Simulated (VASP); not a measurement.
Wanted: the native input for a VASP 6.6.1 run.

```
Task                   : single point
Functional             : PBE
Potentials or basis    : VASP PAW PBE potentials, release 64 (Cd, O)
Cutoff                 : 600 eV
k mesh                 : 8 × 8 × 8
Occupations            : fermi-dirac, width 0.1 eV
Spin                   : no spin polarisation
Dipole correction      : no
Further INCAR settings : ALGO = Normal; EDIFF = 1e-06; NBANDS = 16
```

The structure of CdO (Monteponite) lies in POSCAR:

```
CdO
1.0
    0.0000000000      2.3689182360      2.3689182360
    2.3689182360      0.0000000000      2.3689182360
    2.3689182360      2.3689182360      0.0000000000
Cd O
1 1
Direct
    0.0000000000      0.0000000000      0.0000000000
    0.5000000000      0.5000000000      0.5000000000
```

These files were run (other wordings do the same):

INCAR

```
SYSTEM = CdO
  PREC = Accurate
  ENCUT = 600
  EDIFF = 1E-6
  ISMEAR = -1
  SIGMA = 0.1
  LREAL = .FALSE.
  LASPH = .TRUE.
  NELM = 120
  ALGO = Normal
  ISIF = 2
  LWAVE = .FALSE.
  LCHARG = .TRUE.
  GGA = PE
  LELF = .TRUE.
  LVHAR = .TRUE.
  NBANDS = 16
  GGA_COMPAT = .FALSE.
```

KPOINTS

```
regular mesh
0
G
  8 8 8
  0 0 0
```

Potentials or basis: VASP PAW PBE potentials, release 64 (Cd, O).

The run is started by

```console
$ cat potpaw_PBE.64/Cd/POTCAR potpaw_PBE.64/O/POTCAR > POTCAR
$ mpirun -np 1 vasp_std > vasp.out
```

It gave:

```json
{
 "Pressure": "3.6 GPa",
 "Band gap on the k mesh": "zero (band 9 reaches 1.81 eV, above the bottom of band 10 at 1.33 eV)"
}
```

Wall time 35 s on 1 thread of Intel Xeon 8259CL (shared host), peak memory 0.16 GiB.
